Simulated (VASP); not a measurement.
Wanted: the native input for a VASP 6.6.1 run.

```yaml
Task: relaxation of cell and atoms
Functional: LDA
Potentials_or_basis: VASP PAW LDA potentials, release 64 (B, As)
Cutoff: 500 eV
k_mesh: 10 × 10 × 10
Occupations: gaussian, width 0.02 eV
Spin: no spin polarisation
Target_pressure: 19.4 GPa
Dipole_correction: no
Further_INCAR_settings: ALGO = Normal; EDIFF = 1e-07; IBRION = 2; EDIFFG = -0.002; NSW = 100; ISIF = 3
```

The structure of BAs (lda) lies in POSCAR:

```
BAs
1.0
    0.0000000000      2.2835970547      2.2835970547
    2.2835970547      0.0000000000      2.2835970547
    2.2835970547      2.2835970547      0.0000000000
B As
1 1
Direct
    0.0000000000      0.0000000000      0.0000000000
    0.2500000000      0.2500000000      0.2500000000
```

These files were run (other wordings do the same):

INCAR

```
SYSTEM = BAs
ALGO     = Normal         ! electronic algorithm
EDIFF    = 1E-7           ! SCF threshold, eV
EDIFFG   = -0.002         ! ionic threshold
ENCUT    = 500            ! plane-wave cutoff, eV
GGA_COMPAT= .FALSE.      
IBRION   = 2              ! ionic algorithm
ISIF     = 3              ! what is computed and relaxed
ISMEAR   = 0              ! smearing method
LASPH    = .TRUE.         ! aspherical terms in the spheres
LCHARG   = .FALSE.        ! write CHGCAR
LREAL    = .FALSE.        ! projectors in reciprocal space
LWAVE    = .FALSE.        ! write WAVECAR
NELM     = 120            ! most SCF steps
NELMIN   = 4            
NSW      = 100            ! ionic steps
PREC     = Accurate       ! precision mode
PSTRESS  = 194.0        
SIGMA    = 0.02           ! smearing width, eV
```

KPOINTS

```
k-points
0
G
  10 10 10
  0 0 0
```

Potentials or basis: VASP PAW LDA potentials, release 64 (B, As).

Command:

```sh
$ cat potpaw_LDA.64/B/POTCAR potpaw_LDA.64/As/POTCAR > POTCAR
$ mpirun -np 1 vasp_std > vasp.out
```

It gave:

* Relaxed volume: 11.99 Å³/atom
* Relaxed cell: a = 3.237 Å, b = 3.237 Å, c = 3.237 Å, α = 60.00°, β = 60.00°, γ = 60.00°
* Space group after relaxing (to 0.05 Å): F-43m (No. 216)
* Energy change on relaxing (the enthalpy is what falls): -10.3 meV/atom
* Ionic steps: 3
* Pressure after relaxing: 19.4 GPa
* Band gap on the k mesh: 1.00 eV, indirect (least direct gap 3.43 eV)

Caveat: the cell is relaxed towards a set pressure, so the enthalpy falls and the energy may rise.

Run time: 9.2 s on 1 thread of Intel(R) Xeon(R) Platinum 8488C (Sapphire Rapids), with other jobs on the host, peak memory 0.13 GiB.
